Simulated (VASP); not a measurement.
Input of a VASP 6.6.1 run:

Contents of INCAR:

```
PREC     = Accurate       # precision mode
ENCUT    = 520            # plane-wave cutoff, eV
EDIFF    = 1E-7           # SCF threshold, eV
ISMEAR   = 0              # smearing method
SIGMA    = 0.1            # smearing width, eV
LREAL    = False          # projectors in reciprocal space
LASPH    = True           # aspherical terms in the spheres
NELM     = 100            # most SCF steps
ALGO     = Normal         # electronic algorithm
ISIF     = 2              # what is computed and relaxed
LWAVE    = False          # write WAVECAR
LCHARG   = False          # write CHGCAR
GGA      = PS             # functional
NBANDS   = 11             # bands
```

Contents of KPOINTS:

```
regular mesh
0
Gamma
  22 22 22
```

Contents of POSCAR:

```
C
1.0
   -1.8685324210      1.8685324210      1.0474000529
    1.8685324210     -1.8685324210      1.0474000529
    1.8685324210      1.8685324210     -1.0474000529
C
2
Direct
    0.2500000000      0.7500000000      0.5000000000
    0.5000000000      0.5000000000      0.0000000000
```

Potentials or basis: VASP PAW PBE potentials, release 64 (C).

Launch:

```console
$ cat potpaw_PBE.64/C/POTCAR > POTCAR
$ mpirun -np 1 vasp_std > vasp.out
```

(1) Estimate the pressure.

(2) Predict the band gap on the k mesh.

Answers

(1) -58.2 GPa.

(2) zero (band 4 reaches 9.93 eV, above the bottom of band 5 at 1.67 eV).

Caveat: the cell differs from its parent crystal (Si replaced by C, lengths x 0.811, strained); the PAW data sets were made with another functional, which shifts forces and pressure a little.
